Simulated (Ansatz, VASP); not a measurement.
# SnO: VASP beside Ansatz

```
Sn O
1.0
     2.73695   -2.73588    0.00550
     2.73695    2.73588    0.00550
    -0.01044    0.00000    5.05737
Sn O
2 2
Cartesian
  1.3661 0.0000 1.1621
  4.0973 0.0000 3.9063
  2.7370 -1.3679 0.0055
  2.7370 1.3679 0.0055
```

Alike in both runs: functional PBE; k mesh 4 × 4 × 4; occupations gaussian, width 0.1 eV; no spin polarisation.

Ansatz relaxed the structure, and its values are those at the end. VASP's run is a single point on that final structure, the one shown.

|  | VASP | Ansatz |
| --- | --- | --- |
| version | VASP 6.6.1 | Ansatz 0.2.0 |
| potentials or method | VASP PAW PBE potentials, release 64 (Sn_d, O), cutoff 520 eV | scalar-relativistic, plane waves, PAW |
| valence electrons in the cell | 40 | 40 |

Ansatz gave:

- gap on the k mesh at the Fermi level (eV): 0.49
- least direct gap on the mesh (eV): 1.94
- pressure (GPa): 0.0
- rms of the force components (eV/Å): 0.010

**Question.** What did VASP give for the same quantities?

**Answer.** gap on the k mesh at the Fermi level (eV): 0.50; least direct gap on the mesh (eV): 1.91; pressure (GPa): 0.2; rms of the force components (eV/Å): 0.021.

With one functional, cell and mesh, what is left measures potentials, basis and numerics.
